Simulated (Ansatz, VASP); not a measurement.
One calculation of P, two programs

```
P
1.0
     8.45430    0.00000    0.00000
    -4.22715    7.32164    0.00000
     0.00000    0.00000    4.26101
P
8
Direct
  0.52170 0.04339 0.25000
  0.95661 0.47830 0.25000
  0.52170 0.47830 0.25000
  0.47830 0.95661 0.75000
  0.04339 0.52170 0.75000
  0.47830 0.52170 0.75000
  0.33333 0.66667 0.75000
  0.66667 0.33333 0.25000
```

Alike in both runs: functional PBE; k mesh 3 × 3 × 6; occupations gaussian, width 0.1 eV; no spin polarisation.

Ansatz relaxed the structure, and its values are those at the end. VASP's run is a single point on that final structure, the one shown.

|  | VASP | Ansatz |
| --- | --- | --- |
| version | VASP 6.6.1 | Ansatz 0.2.0 |
| potentials or method | VASP PAW PBE potentials, release 64 (P), cutoff 520 eV | scalar-relativistic, plane waves, PAW |
| valence electrons in the cell | 40 | 40 |

```tsv
	VASP	Ansatz	Ansatz less VASP
gap on the k mesh at the Fermi level (eV)	none	none	-
pressure (GPa)	-0.2	0.0	+0.19
rms of the force components (eV/Å)	0.015	0.000	-0.0150
```

A gap of «none» marks a metal or a gap that the smearing closes.
